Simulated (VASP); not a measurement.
Here is a VASP 6.6.1 calculation.

The input INCAR:

```
SYSTEM = K3I2Br
PREC     = Accurate       ! precision mode
ENCUT    = 520            ! plane-wave cutoff, eV
EDIFF    = 1E-6           ! SCF threshold, eV
ISMEAR   = 0              ! smearing method
SIGMA    = 0.05           ! smearing width, eV
LREAL    = .FALSE.        ! projectors in reciprocal space
LASPH    = .TRUE.         ! aspherical terms in the spheres
NELM     = 80             ! most SCF steps
ALGO     = Normal         ! electronic algorithm
ISIF     = 2              ! what is computed and relaxed
LWAVE    = .FALSE.        ! write WAVECAR
LCHARG   = .FALSE.        ! write CHGCAR
NBANDS   = 33             ! bands
```

File KPOINTS:

```
regular mesh
0
G
  6 6 2
  0 0 0
```

File POSCAR:

```
K3I2Br
1.0
    4.7110565424      0.0000000000      0.0000000000
   -2.3555282712      4.0798946443      0.0000000000
    0.0000000000      0.0000000000     11.5680398841
K I Br
3 2 1
Direct
    0.0000000000      0.0000000000      0.5000000000
    0.3333333333      0.6666666667      0.1500969033
    0.6666666667      0.3333333333      0.8499030967
    0.3333333333      0.6666666667      0.6750221222
    0.6666666667      0.3333333333      0.3249778778
    0.0000000000      0.0000000000      0.0000000000
```

Potentials or basis: VASP PAW LDA potentials, release 64 (K_sv, I, Br).

Command:

```sh
$ cat potpaw_LDA.64/K_sv/POTCAR potpaw_LDA.64/I/POTCAR potpaw_LDA.64/Br/POTCAR > POTCAR
$ mpirun -np 1 vasp_std > vasp.out
```

Estimate the band gap on the k mesh.

3.75 eV.

What does it give for the pressure?

0.1 GPa.

Forces on the atoms (eV/Å):
```
K    0.000  0.000  0.000
K    0.000  0.000  0.002
K    0.000  0.000 -0.002
I    0.000  0.000  0.001
I    0.000  0.000 -0.001
Br   0.000  0.000  0.000
```

Caveat: spin-orbit coupling is left out, which moves the levels of the heavy elements.
